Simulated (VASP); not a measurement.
# BP (F-43m) in VASP: a series of runs

Aim: see how the results for BP move with the level of theory and the settings. Levels: HSE06, PBE0, HF. Tasks: single point.

Everything below comes from runs of VASP 6.6.1. Logs are shortened: lines on timing, memory, paths and dates and some standing lists are left out, and cuts for length are marked.

**1. The cell of the first run**

Symmetry: F-43m, No. 216, cubic system. The conventional cell has a = 4.525 Å, b = 4.525 Å, c = 4.525 Å, α = 90.00°, β = 90.00°, γ = 90.00°. Within 2.6 Å of B (site symmetry -43m) lie 4 P at 1.96 Å. Within 2.6 Å of P (site symmetry -43m) lie 4 B at 1.96 Å.

**2. Single point, HSE06**

Input file POSCAR:

```
BP
1.0
    0.0000000000      2.2624671620      2.2624671620
    2.2624671620      0.0000000000      2.2624671620
    2.2624671620      2.2624671620      0.0000000000
B P
1 1
Direct
    0.0000000000      0.0000000000      0.0000000000
    0.2500000000      0.2500000000      0.2500000000
```

Input file INCAR.step1:

```
SYSTEM = BP
PREC     = Accurate       ! precision mode
ENCUT    = 520            ! plane-wave cutoff, eV
EDIFF    = 1E-5           ! SCF threshold, eV
ISMEAR   = -1             ! smearing method
SIGMA    = 0.02           ! smearing width, eV
LREAL    = .FALSE.        ! projectors in reciprocal space
LASPH    = .TRUE.         ! aspherical terms in the spheres
NELM     = 60             ! most SCF steps
ALGO     = Normal         ! electronic algorithm
ISIF     = 2              ! what is computed and relaxed
LWAVE    = .TRUE.         ! write WAVECAR
LCHARG   = .FALSE.        ! write CHGCAR
GGA      = PE             ! functional
NBANDS   = 11             ! bands
```

Input file INCAR.step2:

```
SYSTEM = BP
PREC     = Accurate       ! precision mode
ENCUT    = 520            ! plane-wave cutoff, eV
EDIFF    = 1E-6           ! SCF threshold, eV
ISMEAR   = -1             ! smearing method
SIGMA    = 0.02           ! smearing width, eV
LREAL    = .FALSE.        ! projectors in reciprocal space
LASPH    = .TRUE.         ! aspherical terms in the spheres
NELM     = 60             ! most SCF steps
ALGO     = Normal         ! electronic algorithm
ISIF     = 2              ! what is computed and relaxed
LWAVE    = .FALSE.        ! write WAVECAR
LCHARG   = .FALSE.        ! write CHGCAR
GGA      = PE             ! functional
LHFCALC  = .TRUE.         ! exact exchange
HFSCREEN = 0.2079         ! screening, 1/A
PRECFOCK = Normal       
ISTART   = 1            
NBANDS   = 11             ! bands
```

Input file KPOINTS:

```
regular mesh
0
G
  6 6 6
  0 0 0
```

Potentials or basis: VASP PAW PBE potentials, release 64 (B, P).

On the command line:

```bash
> cat potpaw_PBE.64/B/POTCAR potpaw_PBE.64/P/POTCAR > POTCAR
> cp INCAR.step1 INCAR
> mpirun -np 1 vasp_std > vasp.out
> cp INCAR.step2 INCAR
> mpirun -np 1 vasp_std > vasp.out
```

OUTCAR:

```text
SYSTEM = BP
   PREC = Accurate
   ENCUT = 520
   EDIFF = 1E-6
   ISMEAR = -1
   LREAL = .FALSE.
   LASPH = .TRUE.
   NELM = 60
   ISIF = 2
   GGA = PE
   LHFCALC = .TRUE.
   HFSCREEN = 0.2079
   PRECFOCK = Normal
   ISTART = 1

 ion  position               nearest neighbor table
   1  0.000  0.000  0.000-   2 1.96   2 1.96   2 1.96   2 1.96
   2  0.250  0.250  0.250-   1 1.96   1 1.96   1 1.96   1 1.96

  LATTYP: Found a face centered cubic cell.
 ALAT       =     4.5249343240

  Lattice vectors:

 A1 = (   0.0000000000,   2.2624671620,   2.2624671620)
 A2 = (   2.2624671620,   0.0000000000,   2.2624671620)
 A3 = (   2.2624671620,   2.2624671620,   0.0000000000)

Analysis of symmetry for initial positions (statically):
=====================================================================
 Subroutine PRICEL returns:
 Original cell was already a primitive cell.

 Routine SETGRP: Setting up the symmetry group for a
 face centered cubic supercell.

 Subroutine GETGRP returns: Found 24 space group operations
 (whereof 24 operations were pure point group operations)
 out of a pool of 48 trial point group operations.

The static configuration has the point symmetry T_d .

Analysis of symmetry for dynamics (positions and initial velocities):
=====================================================================
 Subroutine PRICEL returns:
 Original cell was already a primitive cell.

 Routine SETGRP: Setting up the symmetry group for a
 face centered cubic supercell.

 Subroutine GETGRP returns: Found 24 space group operations
 (whereof 24 operations were pure point group operations)
 out of a pool of 48 trial point group operations.

The dynamic configuration has the point symmetry T_d .

 Subroutine INISYM returns: Found 24 space group operations
 (whereof 24 operations are pure point group operations),
 and found     1 'primitive' translations

----------------------------------------------------------------------------------------

                                     Primitive cell

  volume of cell :      23.1620

  direct lattice vectors                    reciprocal lattice vectors
     0.000000000  2.262467162  2.262467162    -0.220997683  0.220997683  0.220997683
     2.262467162  0.000000000  2.262467162     0.220997683 -0.220997683  0.220997683
[... 88 lines left out ...]
   NUPDOWN=      -1.0000    fix difference up-down
   EMIN   =  10.00;   EMAX   =-10.00  energy-range for DOS
   EFERMI =   0.00;   METHOD = LEGACY
   ISMEAR =    -1;   SIGMA  =   0.02  broadening in eV -4-tet -1-fermi 0-gaus
   EFERMI_NEDOS =   21; number of points for ismear=-14 and -15
   IALGO  =     38    algorithm
   IMIX   =      1    mixing-type and parameters
     AMIX     =   0.40;   BMIX     =  1.00
     AMIX_MAG =   1.60;   BMIX_MAG =  1.00
  volume/ion in A,a.u.               =      11.58        78.15
  Fermi-wavevector in a.u.,A,eV,Ry     =   1.148628  2.170591 17.950780  1.319345
  Thomas-Fermi vector in A             =   2.285301
   LORBIT       =      0    0 simple, 1 ext, 2 COOP (PROOUT), +10 PAW based schemes
   GGA     = PE    functional components
   LHFCALC =     T    Hartree Fock is set to
   PRECFOCK=normal    Normal, Fast or Accurate (Low or Medium for compatibility)
   ENCUT4O =  -1.0   cutoff for four orbital integrals eV
   NKREDX  =     1    reduce k-point grid by
   NKREDY  =     1    reduce k-point grid by
   NKREDZ  =     1    reduce k-point grid by
   AEXX    =    0.2500 exact exchange contribution
   HFSCREEN=    0.2079 screening length (either q_TF or 0.3 A-1)
   HFSCREENC=   0.2079 screening length for correlation (either q_TF or 0.3 A-1)
   ENCUTFOCK=  -1.0 apply spherical cutoff to Coloumb kernel
   IVDW    =     0    specifies the selected vdW correction
   LEPSILON=     F    determine dielectric tensor
   LRPA    =     F    only Hartree local field effects (RPA)
 non-spin polarized calculation
  energy-cutoff  :      520.00
  volume of cell :       23.16
 maximum number of plane-waves:       636
  NGX = 18; NGY = 18; NGZ = 18

 number of electron       8.0000000 magnetization

 Free energy of the ion-electron system (eV)
  ---------------------------------------------------
  ext. energy  EPLUGINS =         0.00000000
  ---------------------------------------------------
  free energy    TOTEN  =       -14.82554615 eV

  energy without entropy =      -14.82554615  energy(sigma->0) =      -14.82554615

 E-fermi :   7.5578     XC(G=0):  -9.0357

 val. band max:        7.1099009287   @ k =   0.0000   0.0000   0.0000
 cond. band min:       9.1535487824   @ k =   0.5000   0.5000   0.0000
 fundamental gap:      2.0436478537
 Fermi energy:         7.5577557329

 k-point     1 :       0.0000    0.0000    0.0000
  band No.  band energies     occupation
      1     -10.0657      2.00000
      2       7.1099      2.00000
      3       7.1099      2.00000
      4       7.1099      2.00000
      5      11.4594      0.00000
      6      11.4594      0.00000
      7      11.4594      0.00000
      8      15.9371      0.00000
      9      19.7710      0.00000
     10      20.5869      0.00000
     11      20.5869      0.00000
[... 197 lines left out ...]
 k-point    16 :      -0.3333    0.5000    0.1667
  band No.  band energies     occupation
      1      -4.3998      2.00000
      2      -2.1184      2.00000
      3       1.2750      2.00000
      4       1.4089      2.00000
      5      11.8451      0.00000
      6      12.5076      0.00000
      7      17.6832      0.00000
      8      18.3510      0.00000
      9      21.7385      0.00000
     10      25.0742      0.00000
     11      25.3982      0.00000

------------------------ aborting loop because EDIFF is reached ----------------------------------------

  FORCE on cell =-STRESS in cart. coord.  units (eV):
  Direction    XX          YY          ZZ          XY          YZ          ZX
  --------------------------------------------------------------------------------------
  -------------------------------------------------------------------------------------
  Total       -0.0825930     -0.0825930     -0.0825930      0.0000000     -0.0000000      0.0000000
  in kB       -5.7131692     -5.7131692     -5.7131692      0.0000000     -0.0000000      0.0000000
  external PRESSURE =      -5.7131692 kB  Pullay stress =       0.0000000 kB

 VOLUME and BASIS-vectors are now :
 -----------------------------------------------------------------------------
  energy-cutoff  :      520.00
  volume of cell :       23.16
      direct lattice vectors                 reciprocal lattice vectors
     0.000000000  2.262467162  2.262467162    -0.220997683  0.220997683  0.220997683
     2.262467162  0.000000000  2.262467162     0.220997683 -0.220997683  0.220997683
     2.262467162  2.262467162  0.000000000     0.220997683  0.220997683 -0.220997683

 POSITION                                       TOTAL-FORCE (eV/Angst)
 -----------------------------------------------------------------------------------
      0.00000      0.00000      0.00000        -0.000000     -0.000000     -0.000000
      1.13123      1.13123      1.13123         0.000000      0.000000      0.000000
 -----------------------------------------------------------------------------------
    total drift:                               -0.000000      0.000000      0.000000

  FREE ENERGIE OF THE ION-ELECTRON SYSTEM (eV)
  ---------------------------------------------------
  free  energy   TOTEN  =       -14.8255461538 eV

  energy  without entropy=      -14.8255461538  energy(sigma->0) =      -14.82554615
```

Run time: 8.6 min. Hardware: 1 thread of Intel Xeon 8259CL, shared host; peak memory 0.24 GiB.

Results:

* Free energy: -14.8255 eV
* Pressure: -0.6 GPa
* Band gap on the k mesh: 2.04 eV (least direct gap 4.35 eV)

Levels at points of the mesh, in eV from the valence-band top:
```csv
k point,band 1,band 2,band 3,band 4,band 5,band 6,band 7,band 8
"(0.00, 0.00, 0.00)",-17.18,0.00,0.00,0.00,4.35,4.35,4.35,8.83
"(0.50, 0.00, 0.00)",-13.48,-10.06,-1.94,-1.94,4.79,5.73,5.73,11.39
"(0.50, 0.50, 0.00)",-11.73,-9.62,-4.56,-4.56,2.04,2.40,13.92,13.92
```

Caveat: the PAW data sets were made with another functional, which shifts forces and pressure a little. A k mesh can miss the band edges.

**3. Single point, HSE06**

This run uses another cell than the first one, of 11.67 Å³/atom.

Input file POSCAR:

```
BP
1.0
    0.0000000000      2.2683155811      2.2683155811
    2.2683155811      0.0000000000      2.2683155811
    2.2683155811      2.2683155811      0.0000000000
B P
1 1
Direct
    0.0000000000      0.0000000000      0.0000000000
    0.2500000000      0.2500000000      0.2500000000
```

Input file INCAR.step1:

```
PREC = Accurate
ENCUT = 520
EDIFF = 1E-5
ISMEAR = 0
SIGMA = 0.01
LREAL = False
LASPH = True
NELM = 100
ALGO = Normal
ISIF = 2
LWAVE = True
LCHARG = False
NBANDS = 11
GGA = PE
```

Input file INCAR.step2:

```
PREC = Accurate
ENCUT = 520
EDIFF = 1E-7
ISMEAR = 0
SIGMA = 0.01
LREAL = False
LASPH = True
NELM = 100
ALGO = Normal
ISIF = 2
LWAVE = False
LCHARG = False
GGA = PE
LHFCALC = True
HFSCREEN = 0.2079
PRECFOCK = Normal
NBANDS = 11
ISTART = 1
```

Input file KPOINTS:

```
regular mesh
0
Gamma
  6 6 6
```

Potentials or basis: VASP PAW PBE potentials, release 64 (B, P).

On the command line:

```bash
> cat potpaw_PBE.64/B/POTCAR potpaw_PBE.64/P/POTCAR > POTCAR
> cp INCAR.step1 INCAR
> mpirun -np 1 vasp_std > vasp.out
> cp INCAR.step2 INCAR
> mpirun -np 1 vasp_std > vasp.out
```

OUTCAR:

```text
PREC = Accurate
   ENCUT = 520
   EDIFF = 1E-7
   ISMEAR = 0
   LREAL = False
   LASPH = True
   NELM = 100
   ISIF = 2
   GGA = PE
   LHFCALC = True
   HFSCREEN = 0.2079
   PRECFOCK = Normal
   ISTART = 1

 ion  position               nearest neighbor table
   1  0.000  0.000  0.000-   2 1.96   2 1.96   2 1.96   2 1.96
   2  0.250  0.250  0.250-   1 1.96   1 1.96   1 1.96   1 1.96

  LATTYP: Found a face centered cubic cell.
 ALAT       =     4.5366311622

  Lattice vectors:

 A1 = (   0.0000000000,   2.2683155811,   2.2683155811)
 A2 = (   2.2683155811,   0.0000000000,   2.2683155811)
 A3 = (   2.2683155811,   2.2683155811,   0.0000000000)

Analysis of symmetry for initial positions (statically):
=====================================================================
 Subroutine PRICEL returns:
 Original cell was already a primitive cell.

 Routine SETGRP: Setting up the symmetry group for a
 face centered cubic supercell.

 Subroutine GETGRP returns: Found 24 space group operations
 (whereof 24 operations were pure point group operations)
 out of a pool of 48 trial point group operations.

[... 170 lines left out ...]
      1     -10.0830      2.00000
      2       7.0182      2.00000
      3       7.0182      2.00000
      4       7.0182      2.00000
      5      11.3553      0.00000
      6      11.3553      0.00000
      7      11.3553      0.00000
      8      15.7204      0.00000
      9      19.6231      0.00000
     10      20.4703      0.00000
     11      20.4703      0.00000
[... 197 lines left out ...]
 k-point    16 :      -0.3333    0.5000    0.1667
  band No.  band energies     occupation
      1      -4.4662      2.00000
      2      -2.1717      2.00000
      3       1.2268      2.00000
      4       1.3619      2.00000
      5      11.7543      0.00000
      6      12.4019      0.00000
      7      17.5408      0.00000
      8      18.2004      0.00000
      9      21.5841      0.00000
     10      24.9087      0.00000
     11      25.1968      0.00000

------------------------ aborting loop because EDIFF is reached ----------------------------------------

  FORCE on cell =-STRESS in cart. coord.  units (eV):
  Direction    XX          YY          ZZ          XY          YZ          ZX
  --------------------------------------------------------------------------------------
  -------------------------------------------------------------------------------------
  Total       -0.2747241     -0.2747241     -0.2747241      0.0000000      0.0000000     -0.0000000
  in kB      -18.8567525    -18.8567525    -18.8567525      0.0000000      0.0000000     -0.0000000
  external PRESSURE =     -18.8567525 kB  Pullay stress =       0.0000000 kB

 VOLUME and BASIS-vectors are now :
 -----------------------------------------------------------------------------
  energy-cutoff  :      520.00
  volume of cell :       23.34
      direct lattice vectors                 reciprocal lattice vectors
     0.000000000  2.268315581  2.268315581    -0.220427882  0.220427882  0.220427882
     2.268315581  0.000000000  2.268315581     0.220427882 -0.220427882  0.220427882
     2.268315581  2.268315581  0.000000000     0.220427882  0.220427882 -0.220427882

 POSITION                                       TOTAL-FORCE (eV/Angst)
 -----------------------------------------------------------------------------------
      0.00000      0.00000      0.00000         0.000000     -0.000000      0.000000
      1.13416      1.13416      1.13416        -0.000000      0.000000     -0.000000
 -----------------------------------------------------------------------------------
    total drift:                                0.000000     -0.000000      0.000000

  FREE ENERGIE OF THE ION-ELECTRON SYSTEM (eV)
  ---------------------------------------------------
  free  energy   TOTEN  =       -14.8242108068 eV

  energy  without entropy=      -14.8242108068  energy(sigma->0) =      -14.82421081
```

It took 10 min on 1 thread of Intel Xeon 8259CL, shared host; peak memory 0.24 GiB.

What came out:

```yaml
Free_energy: -14.8242 eV
Pressure: -1.9 GPa
Band_gap_on_the_k_mesh: 2.06 eV (least direct gap 4.34 eV)
```

Caveat: the PAW data sets were made with another functional, which shifts forces and pressure a little. A k mesh can miss the band edges.

(Part 1 of 2 ends here.)
